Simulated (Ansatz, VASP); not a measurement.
## GaN: VASP beside Ansatz

INCAR

```
  PREC = Accurate
  ENCUT = 520
  EDIFF = 1E-7
  ISMEAR = -1
  SIGMA = 0.02
  LREAL = False
  LASPH = True
  NELM = 60
  ALGO = Normal
  ISIF = 2
  LWAVE = False
  LCHARG = False
  GGA = PE
  NBANDS = 26
```

KPOINTS

```
Automatic mesh
0
Gamma
  8 6 8
```

Contents of POSCAR:

```
GaN
1.0
   -2.2742431745      2.2742431745      0.0000000000
    0.0000000000      0.0000000000      4.5484863490
    2.2742431745      2.2742431745      0.0000000000
Ga N
2 2
Direct
    0.0000000000      0.0000000000      0.0000000000
    0.5000000000      0.5000000000      0.5000000000
    0.0000000000      0.2500000000      0.5000000000
    0.5000000000      0.7500000000      0.0000000000
```

Input for Ansatz:

```yaml
crystal:
  lattice:
    - [-2.2742431745, 2.2742431745, 0.0]
    - [0.0, 0.0, 4.548486349]
    - [2.2742431745, 2.2742431745, 0.0]
  atoms:
    - { symbol: Ga, position: [0.0, 0.0, 0.0] }
    - { symbol: Ga, position: [0.5, 0.5, 0.5] }
    - { symbol: "N", position: [0.0, 0.25, 0.5] }
    - { symbol: "N", position: [0.5, 0.75, 0.0] }
kpoints:
  mp_grid: { grid: [8, 6, 8] }
scf:
  occupations: { method: fermi_dirac, width: 0.02 }
hamiltonian:
  xc: pbe
  pseudopotentials: { kind: all_electron, lapw: { basis_error: 0.001 } }
output:
  forces: true
  stress: true
  eigenvalues: true
```

Alike in both runs: task single point; functional PBE; k mesh 8 × 6 × 8; occupations fermi-dirac, width 0.02 eV; no spin polarisation.

|  | VASP | Ansatz |
| --- | --- | --- |
| version | VASP 6.6.1 | Ansatz 0.2.0 |
| potentials or method | VASP PAW PBE potentials, release 64 (Ga_d, N), cutoff 520 eV | all-electron LAPW, scalar-relativistic |

Ansatz gave:

* gap on the k mesh at the Fermi level (eV): 1.56
* pressure (GPa): -0.1

Task: What did VASP give for the same quantities?

Result: gap on the k mesh at the Fermi level (eV): 1.55; pressure (GPa): 0.1.

Ansatz ran all-electron here, and VASP with PAW potentials.
